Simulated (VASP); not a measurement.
# Mo (I4/mmm) in VASP: a series of runs

Runs on Mo. Level: PBE. Tasks: single point.

Program: VASP 6.6.1. These are calculated values, not measurements. Logs are shortened: lines on timing, memory, paths and dates and some standing lists are left out, and cuts for length are marked.

## 1. The cell of the first run

It takes space group I4/mmm (No. 139, tetragonal). The conventional cell has a = 3.142 Å, b = 3.142 Å, c = 2.828 Å, α = 90.00°, β = 90.00°, γ = 90.00°. Mo (site symmetry 4/mmm) has 14 Mo at 2.63 to 3.14 Å within 3.5 Å.

## 2. Single point, PBE (strain -0.1000 x Voigt [0, 0, 1, 0, 0, 0])

Contents of INCAR:

```
SYSTEM = Mo
PREC = Accurate ; ENCUT = 520
EDIFF = 1E-7 ; ISMEAR = 0
SIGMA = 0.15 ; LREAL = .False.
LASPH = .True. ; NELM = 100
ALGO = Fast ; ISIF = 2
LWAVE = .False. ; LCHARG = .False.
GGA = PE ; NBANDS = 13
```

Contents of KPOINTS:

```
regular mesh
0
Gamma
  22 22 22
  0 0 0
```

Contents of POSCAR:

```
Mo
1.0
   -1.5710000000      1.5710000000      1.4139000000
    1.5710000000     -1.5710000000      1.4139000000
    1.5710000000      1.5710000000     -1.4139000000
Mo
1
Direct
    0.0000000000      0.0000000000      0.0000000000
```

Potentials or basis: VASP PAW PBE potentials, release 64 (Mo_sv).

On the command line:

```bash
$ cat potpaw_PBE.64/Mo_sv/POTCAR > POTCAR
$ mpirun -np 1 vasp_std > vasp.out
```

OUTCAR:

```text
SYSTEM = Mo
   PREC = Accurate
   ENCUT = 520
   EDIFF = 1E-7
   ISMEAR = 0
   LREAL = .False.
   LASPH = .True.
   NELM = 100
   ISIF = 2
   GGA = PE

 ion  position               nearest neighbor table
   1  0.000  0.000  0.000-

  LATTYP: Found a body centered tetragonal cell.
 ALAT       =     3.1420000000
 C/A-ratio  =     0.9000000000

  Lattice vectors:

 A1 = (  -1.5710000000,   1.5710000000,   1.4139000000)
 A2 = (   1.5710000000,  -1.5710000000,   1.4139000000)
 A3 = (   1.5710000000,   1.5710000000,  -1.4139000000)

Analysis of symmetry for initial positions (statically):
=====================================================================
 Subroutine PRICEL returns:
 Original cell was already a primitive cell.

 Routine SETGRP: Setting up the symmetry group for a
 body centered tetragonal supercell.

 Subroutine GETGRP returns: Found 16 space group operations
 (whereof 16 operations were pure point group operations)
 out of a pool of 16 trial point group operations.

The static configuration has the point symmetry D_4h.

Analysis of symmetry for dynamics (positions and initial velocities):
=====================================================================
 Subroutine PRICEL returns:
 Original cell was already a primitive cell.

 Routine SETGRP: Setting up the symmetry group for a
 body centered tetragonal supercell.

 Subroutine GETGRP returns: Found 16 space group operations
 (whereof 16 operations were pure point group operations)
 out of a pool of 16 trial point group operations.

The dynamic configuration has the point symmetry D_4h.

 Subroutine INISYM returns: Found 16 space group operations
 (whereof 16 operations are pure point group operations),
 and found     1 'primitive' translations

----------------------------------------------------------------------------------------

                                     Primitive cell

  volume of cell :      13.9583

  direct lattice vectors                    reciprocal lattice vectors
    -1.571000000  1.571000000  1.413900000     0.000000000  0.318268619  0.353631799
     1.571000000 -1.571000000  1.413900000     0.318268619  0.000000000  0.353631799
     1.571000000  1.571000000 -1.413900000     0.318268619  0.318268619  0.000000000

  length of vectors
     2.633475880  2.633475880  2.633475880     0.475762927  0.475762927  0.450099797

  position of ions in fractional coordinates (direct lattice)
     0.000000000  0.000000000  0.000000000

  ion indices of the primitive-cell ions
   primitive index   ion index
                 1           1

----------------------------------------------------------------------------------------

 KPOINTS: regular mesh

Automatic generation of k-mesh.
 Grid dimensions read from file:
 generate k-points for:   22   22   22

 Generating k-lattice:

  Cartesian coordinates                     Fractional coordinates (reciprocal lattice)
     0.000000000  0.014466755  0.016074173     0.045454545  0.000000000 -0.000000000
     0.014466755  0.000000000  0.016074173     0.000000000  0.045454545 -0.000000000
     0.014466755  0.014466755  0.000000000     0.000000000  0.000000000  0.045454545

  Length of vectors
     0.021625588  0.021625588  0.020459082

  Shift w.r.t. Gamma in fractional coordinates (k-lattice)
     0.000000000  0.000000000  0.000000000

 Subroutine IBZKPT returns following result:
 ===========================================

 Found    834 irreducible k-points:

 Following reciprocal coordinates:
            Coordinates               Weight
  0.000000  0.000000  0.000000      1.000000
  0.045455  0.000000 -0.000000      8.000000
  0.090909  0.000000 -0.000000      8.000000
  0.136364  0.000000 -0.000000      8.000000
  0.181818  0.000000 -0.000000      8.000000
  0.227273  0.000000 -0.000000      8.000000
[... 16 lines left out ...]
  0.500000  0.045455 -0.000000     16.000000
 -0.454545  0.045455  0.000000     16.000000
 [... further k-points ...]
   k-points           NKPTS =    834   k-points in BZ     NKDIM =    834   number of bands    NBANDS=     13
   number of dos      NEDOS =    301   number of ions     NIONS =      1
   total plane-waves  NPLWV =   8000
   dimension x,y,z NGX =    20 NGY =   20 NGZ =   20
   dimension x,y,z NGXF=    40 NGYF=   40 NGZF=   40
   ions per type =               1
   NGX,Y,Z   is equivalent  to a cutoff of  12.63, 12.63, 12.63 a.u.
   NGXF,Y,Z  is equivalent  to a cutoff of  25.25, 25.25, 25.25 a.u.
 SYSTEM =  Mo
   PREC   = accura    normal or accurate (medium, high low for compatibility)
   ISTART =      0    job   : 0-new  1-cont  2-samecut
   ICHARG =      2    charge: 1-file 2-atom 10-const
   ISPIN  =      1    spin polarized calculation?
   LNONCOLLINEAR =      F non collinear calculations
   LSORBIT =      F    spin-orbit coupling
   LASPH  =      T    aspherical Exc in radial PAW
   ENCUT  =  520.0 eV  38.22 Ry    6.18 a.u.   4.90  4.90  4.90*2*pi/ulx,y,z
   NELM   =    100;   NELMIN=  2; NELMDL= -5     # of ELM steps
   EDIFF  = 0.1E-06   stopping-criterion for ELM
   LREAL  =      F    real-space projection
   EDIFFG = 0.1E-05   stopping-criterion for IOM
   NSW    =      0    number of steps for IOM
   IBRION =     -1    ionic relax: 0-MD 1-quasi-New 2-CG
   NFREE  =      0    steps in history (QN), initial steepest desc. (CG)
   ISIF   =      2    stress and relaxation
   ISYM   =      2    0-nonsym 1-usesym 2-fastsym
   POTIM  = 0.5000    time-step for ionic-motion
   TEBEG  =    0.0;   TEEND  =   0.0 temperature during run
   PSTRESS=    0.0 pullay stress
   NELECT =      14.0000    total number of electrons
   NUPDOWN=      -1.0000    fix difference up-down
   EMIN   =  10.00;   EMAX   =-10.00  energy-range for DOS
   EFERMI =   0.00;   METHOD = LEGACY
   ISMEAR =     0;   SIGMA  =   0.15  broadening in eV -4-tet -1-fermi 0-gaus
   EFERMI_NEDOS =   21; number of points for ismear=-14 and -15
   IALGO  =     68    algorithm
   IMIX   =      4    mixing-type and parameters
     AMIX     =   0.40;   BMIX     =  1.00
     AMIX_MAG =   1.60;   BMIX_MAG =  1.00
  volume/ion in A,a.u.               =      13.96        94.19
  Fermi-wavevector in a.u.,A,eV,Ry     =   1.638729  3.096749 36.537534  2.685433
  Thomas-Fermi vector in A             =   2.729653
   LORBIT       =      0    0 simple, 1 ext, 2 COOP (PROOUT), +10 PAW based schemes
   GGA     = PE    functional components
   LHFCALC =     F    Hartree Fock is set to
   AEXX    =    0.0000 exact exchange contribution
   IVDW    =     0    specifies the selected vdW correction
   LEPSILON=     F    determine dielectric tensor
   LRPA    =     F    only Hartree local field effects (RPA)
 non-spin polarized calculation
 RMM-DIIS sequential band-by-band and
 Gauss-broadening in eV      SIGMA  =   0.15
  energy-cutoff  :      520.00
  volume of cell :       13.96
 maximum number of plane-waves:       388
   NGX =  9   NGY =  9   NGZ =  9

 number of electron      13.9999999 magnetization

 Free energy of the ion-electron system (eV)
  ---------------------------------------------------
  ext. energy  EPLUGINS =         0.00000000
  ---------------------------------------------------
  free energy    TOTEN  =       -10.59233409 eV

  energy without entropy =      -10.58477171  energy(sigma->0) =      -10.58855290

 E-fermi :  14.4789     XC(G=0): -14.0359

 val. band max:       14.4780871514   @ k =  -0.1364  -0.4545   0.0455
 cond. band min:      14.4915277075   @ k =  -0.4545   0.5000   0.1364
 fundamental gap:      0.0134405561
 Fermi energy:        14.4788907914

 k-point     1 :       0.0000    0.0000    0.0000
  band No.  band energies     occupation
      1     -46.8096      2.00000
      2     -19.7871      2.00000
      3     -19.7871      2.00000
      4     -19.6977      2.00000
      5       6.9474      2.00000
      6      12.0254      2.00000
      7      13.5256      2.00000
      8      13.5256      2.00000
      9      15.2697      0.00000
     10      17.2217      0.00000
     11      28.8780      0.00000
     12      28.8780      0.00000
     13      31.1827      0.00000

 k-point     2 :       0.0455    0.0000   -0.0000
  band No.  band energies     occupation
      1     -46.8010      2.00000
      2     -19.8120      2.00000
      3     -19.8008      2.00000
      4     -19.7197      2.00000
      5       7.0574      2.00000
      6      12.0544      2.00000
      7      13.4946      2.00000
      8      13.5215      2.00000
      9      15.2788      0.00000
     10      17.1315      0.00000
     11      29.0745      0.00000
     12      29.0790      0.00000
     13      31.2780      0.00000

 k-point     3 :       0.0909    0.0000   -0.0000
  band No.  band energies     occupation
      1     -46.7758      2.00000
      2     -19.9199      2.00000
      3     -19.8408      2.00000
      4     -19.7478      2.00000
      5       7.3748      2.00000
      6      12.0839      2.00000
      7      13.3852      2.00000
      8      13.5775      2.00000
      9      15.3276      0.00000
     10      16.9126      0.00000
     11      29.6073      0.00000
     12      29.6493      0.00000
     13      31.5246      0.00000
[... 305 lines left out ...]
 k-point    23 :       0.5000    0.0455   -0.0000
  band No.  band energies     occupation
      1     -46.3712      2.00000
      2     -21.7136      2.00000
      3     -20.4404      2.00000
      4     -19.8905      2.00000
      5       8.4771      2.00000
      6      10.1449      2.00000
      7      16.2149      0.00000
      8      16.7183      0.00000
      9      18.3318      0.00000
     10      20.2079      0.00000
     11      26.8331      0.00000
     12      28.5146      0.00000
     13      32.4258      0.00000

 k-point    24 :      -0.4545    0.0455    0.0000
  band No.  band energies     occupation
      1     -46.3905      2.00000
      2     -21.6364      2.00000
      3     -20.4160      2.00000
      4     -19.8824      2.00000
      5       8.5856      2.00000
      6      10.2354      2.00000
      7      16.0151      0.00000
      8      16.4193      0.00000
      9      18.0024      0.00000
     10      19.7271      0.00000
     11      27.0256      0.00000
     12      29.2905      0.00000
     13      33.1082      0.00000

 [... further k-points ...]
[... 5 lines left out ...]
  --------------------------------------------------------------------------------------
  -------------------------------------------------------------------------------------
  Total        2.6766663      2.6766663      6.0636331      0.0000000      0.0000000      0.0000000
  in kB      307.2371753    307.2371753    696.0051369      0.0000000      0.0000000      0.0000000
  external PRESSURE =     436.8264958 kB  Pullay stress =       0.0000000 kB

 VOLUME and BASIS-vectors are now :
 -----------------------------------------------------------------------------
  energy-cutoff  :      520.00
  volume of cell :       13.96
      direct lattice vectors                 reciprocal lattice vectors
    -1.571000000  1.571000000  1.413900000     0.000000000  0.318268619  0.353631799
     1.571000000 -1.571000000  1.413900000     0.318268619  0.000000000  0.353631799
     1.571000000  1.571000000 -1.413900000     0.318268619  0.318268619  0.000000000

 POSITION                                       TOTAL-FORCE (eV/Angst)
 -----------------------------------------------------------------------------------
      0.00000      0.00000      0.00000         0.000000      0.000000     -0.000000
 -----------------------------------------------------------------------------------
    total drift:                                0.000000     -0.000000      0.000000

  FREE ENERGIE OF THE ION-ELECTRON SYSTEM (eV)
  ---------------------------------------------------
  free  energy   TOTEN  =       -10.5923340913 eV

  energy  without entropy=      -10.5847717098  energy(sigma->0) =      -10.58855290
```

Run time: 83 s. Hardware: 1 thread of Intel Xeon 6975P-C, shared host; peak memory 0.25 GiB.

Results:

* Free energy: -10.5923 eV
* Pressure: 43.7 GPa
* Band gap on the k mesh: zero (band 7 reaches 19.08 eV, above the bottom of band 8 at 12.97 eV)

Stress tensor (GPa, compression positive):
```
30.72  0.00  0.00
 0.00 30.72  0.00
 0.00  0.00 69.60
```

Caveat: the cell differs from its parent crystal (strain -0.1000 x Voigt [0, 0, 1, 0, 0, 0]).

## 3. Single point, PBE (strain -0.0750 x Voigt [0, 0, 1, 0, 0, 0])

Contents of INCAR:

```
SYSTEM = Mo
  ALGO = Fast
  EDIFF = 1E-6
  ENCUT = 520
  GGA = PE
  ISIF = 2
  ISMEAR = 0
  LASPH = .TRUE.
  LCHARG = .FALSE.
  LREAL = .FALSE.
  LWAVE = .FALSE.
  NBANDS = 13
  NELM = 80
  PREC = Accurate
  SIGMA = 0.15
```

Contents of KPOINTS:

```
k-points
0
G
  22 22 22
  0 0 0
```

Contents of POSCAR:

```
Mo
1.0
   -1.5710000000      1.5710000000      1.4531750000
    1.5710000000     -1.5710000000      1.4531750000
    1.5710000000      1.5710000000     -1.4531750000
Mo
1
Direct
    0.0000000000      0.0000000000      0.0000000000
```

Potentials or basis: VASP PAW PBE potentials, release 64 (Mo_sv).

On the command line:

```bash
$ cat potpaw_PBE.64/Mo_sv/POTCAR > POTCAR
$ mpirun -np 1 vasp_std > vasp.out
```

OUTCAR:

```text
SYSTEM = Mo
   EDIFF = 1E-6
   ENCUT = 520
   GGA = PE
   ISIF = 2
   ISMEAR = 0
   LASPH = .TRUE.
   LREAL = .FALSE.
   NELM = 80
   PREC = Accurate

 ion  position               nearest neighbor table
   1  0.000  0.000  0.000-

  LATTYP: Found a body centered tetragonal cell.
 ALAT       =     3.1420000000
 C/A-ratio  =     0.9250000000

  Lattice vectors:

 A1 = (  -1.5710000000,   1.5710000000,   1.4531750000)
 A2 = (   1.5710000000,  -1.5710000000,   1.4531750000)
 A3 = (   1.5710000000,   1.5710000000,  -1.4531750000)

Analysis of symmetry for initial positions (statically):
=====================================================================
 Subroutine PRICEL returns:
 Original cell was already a primitive cell.

 Routine SETGRP: Setting up the symmetry group for a
 body centered tetragonal supercell.

 Subroutine GETGRP returns: Found 16 space group operations
 (whereof 16 operations were pure point group operations)
 out of a pool of 16 trial point group operations.

[... 160 lines left out ...]

 E-fermi :  14.0263     XC(G=0): -13.8789

 val. band max:       14.0262780500   @ k =  -0.1818   0.1364   0.0000
 cond. band min:      14.0264863925   @ k =  -0.2727  -0.3636   0.2727
 fundamental gap:      0.0002083426
 Fermi energy:        14.0262900255

 k-point     1 :       0.0000    0.0000    0.0000
  band No.  band energies     occupation
      1     -47.2757      2.00000
      2     -20.3297      2.00000
      3     -20.3297      2.00000
      4     -20.2785      2.00000
      5       6.5352      2.00000
      6      11.8489      2.00000
      7      12.9018      2.00000
      8      12.9018      2.00000
      9      15.0855      0.00000
     10      16.4632      0.00000
     11      28.5075      0.00000
     12      28.5075      0.00000
     13      30.1641      0.00000
[... 354 lines left out ...]
  band No.  band energies     occupation
      1     -46.9060      2.00000
      2     -22.0415      2.00000
      3     -20.9104      2.00000
      4     -20.3981      2.00000
      5       8.2948      2.00000
      6      10.0026      2.00000
      7      15.2935      0.00000
      8      15.9390      0.00000
      9      17.1898      0.00000
     10      19.0776      0.00000
     11      26.4761      0.00000
     12      28.1299      0.00000
     13      32.4939      0.00000

 [... further k-points ...]
[... 5 lines left out ...]
  --------------------------------------------------------------------------------------
  -------------------------------------------------------------------------------------
  Total        2.0190233      2.0190233      4.5661850      0.0000000      0.0000000      0.0000000
  in kB      225.4870664    225.4870664    509.9572949      0.0000000      0.0000000      0.0000000
  external PRESSURE =     320.3104759 kB  Pullay stress =       0.0000000 kB

 VOLUME and BASIS-vectors are now :
 -----------------------------------------------------------------------------
  energy-cutoff  :      520.00
  volume of cell :       14.35
      direct lattice vectors                 reciprocal lattice vectors
    -1.571000000  1.571000000  1.453175000     0.000000000  0.318268619  0.344074182
     1.571000000 -1.571000000  1.453175000     0.318268619  0.000000000  0.344074182
     1.571000000  1.571000000 -1.453175000     0.318268619  0.318268619  0.000000000

 POSITION                                       TOTAL-FORCE (eV/Angst)
 -----------------------------------------------------------------------------------
      0.00000      0.00000      0.00000         0.000000      0.000000      0.000000
 -----------------------------------------------------------------------------------
    total drift:                                0.000000     -0.000000      0.000000

  FREE ENERGIE OF THE ION-ELECTRON SYSTEM (eV)
  ---------------------------------------------------
  free  energy   TOTEN  =       -10.7382583808 eV

  energy  without entropy=      -10.7310944203  energy(sigma->0) =      -10.73467640
```

stdout:

```text
POSCAR found type information on POSCAR Mo
 POSCAR found :  1 types and       1 ions
 scaLAPACK will be used
 LDA part: xc-table for (Slater+PW92), standard interpolation
 POSCAR, INCAR and KPOINTS ok, starting setup
 FFT: planning ... GRIDC
 FFT: planning ... GRID_SOFT
 FFT: planning ... GRID
 WAVECAR not read
 entering main loop
```

It took 80 s on 1 thread of Intel Xeon 6975P-C, shared host; peak memory 0.25 GiB.

Results:

```yaml
Free_energy: -10.7383 eV
Pressure: 32.0 GPa
Band_gap_on_the_k_mesh: zero (band 7 reaches 18.44 eV, above the bottom of band 8 at 12.64 eV)
```

Stress tensor (GPa, compression positive):
```
22.55  0.00  0.00
 0.00 22.55  0.00
 0.00  0.00 51.00
```

Caveat: the cell differs from its parent crystal (strain -0.0750 x Voigt [0, 0, 1, 0, 0, 0]).
